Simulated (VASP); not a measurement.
Set up this calculation in VASP 6.6.1, as the native input.

* Task: single point
* Functional: LDA
* Potentials or basis: VASP PAW LDA potentials, release 64 (W_sv, C)
* Cutoff: 600 eV
* k mesh: 10 × 10 × 10
* Occupations: fermi-dirac, width 0.05 eV
* Spin: no spin polarisation
* Dipole correction: no
* Further INCAR settings: ALGO = Normal; EDIFF = 1e-06; NBANDS = 16

The structure of WC lies in POSCAR:

```
WC
1.0
    0.0000000000      2.1779675566      2.1779675566
    2.1779675566      0.0000000000      2.1779675566
    2.1779675566      2.1779675566      0.0000000000
W C
1 1
Direct
    0.0000000000      0.0000000000      0.0000000000
    0.5000000000      0.5000000000      0.5000000000
```

One way to write it, as run:

INCAR

```
SYSTEM = WC
  PREC = Accurate
  ENCUT = 600
  EDIFF = 1E-6
  ISMEAR = -1
  SIGMA = 0.05
  LREAL = .False.
  LASPH = .True.
  NELM = 120
  ALGO = Normal
  ISIF = 2
  LWAVE = .False.
  LCHARG = .False.
  NBANDS = 16
  GGA_COMPAT = .False.
```

KPOINTS

```
Automatic mesh
0
Gamma
  10 10 10
  0 0 0
```

Potentials or basis: VASP PAW LDA potentials, release 64 (W_sv, C).

The run is started by

```bash
$ cat potpaw_LDA.64/W_sv/POTCAR potpaw_LDA.64/C/POTCAR > POTCAR
$ mpirun -np 1 vasp_std > vasp.out
```

Results of the run:

| Quantity | Value |
| --- | --- |
| Pressure | -6.9 GPa |
| Band gap on the k mesh | zero (bands 9 and 10 overlap by 3.26 eV) |

Caveat: the cell stands under tension; spin-orbit coupling is left out, which moves the levels of the heavy elements.

Wall time 22 s on 1 thread of Intel(R) Xeon(R) 6975P-C (Granite Rapids) (shared host), peak memory 0.15 GiB.
